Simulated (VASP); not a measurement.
Set up this calculation in VASP 6.6.1, as the native input.

* Task: single point
* Functional: LDA
* Potentials or basis: VASP PAW LDA potentials, release 64 (Cr_pv)
* Cutoff: 520 eV
* k mesh: 11 × 11 × 6
* Occupations: fermi-dirac, width 0.05 eV
* Spin: collinear spin, ferromagnetic start
* Starting moments: [3.0, 3.0] μB
* Dipole correction: no
* Further INCAR settings: ALGO = Normal; EDIFF = 1e-06; NBANDS = 23

The structure of Cr lies in POSCAR:

```
Cr
1.0
    2.7672292001      0.0000000000      0.0000000000
   -1.3836146000      2.3964907854      0.0000000000
    0.0000000000      0.0000000000      4.4964925469
Cr
2
Direct
    0.6666666667      0.3333333333      0.7500000000
    0.3333333333      0.6666666667      0.2500000000
```

One way to write it, as run:

INCAR

```
SYSTEM = Cr
PREC = Accurate ; ENCUT = 520
EDIFF = 1E-6 ; ISMEAR = -1
SIGMA = 0.05 ; LREAL = .FALSE.
LASPH = .TRUE. ; NELM = 150
ALGO = Normal ; ISIF = 2
LWAVE = .FALSE. ; LCHARG = .FALSE.
ISPIN = 2 ; MAGMOM = 3 3
LORBIT = 11 ; LMAXMIX = 4
GGA = CA ; NBANDS = 23
```

KPOINTS

```
regular mesh
0
G
  11 11 6
  0 0 0
```

Potentials or basis: VASP PAW LDA potentials, release 64 (Cr_pv).

The run is started by

```console
$ cat potpaw_LDA.64/Cr_pv/POTCAR > POTCAR
$ mpirun -np 1 vasp_std > vasp.out
```

It gave:

```json
{
 "Pressure": "-41.6 GPa",
 "Net moment": "1.50 μB per cell",
 "Site moments": "Cr +0.69 μB",
 "Valence electrons inside the program's atomic spheres": "Cr 10.65"
}
```

It took 71 s on 1 thread of Intel(R) Xeon(R) Platinum 8259CL CPU @ 2.50GHz (Skylake/Cascade Lake) (shared host), peak memory 0.19 GiB.
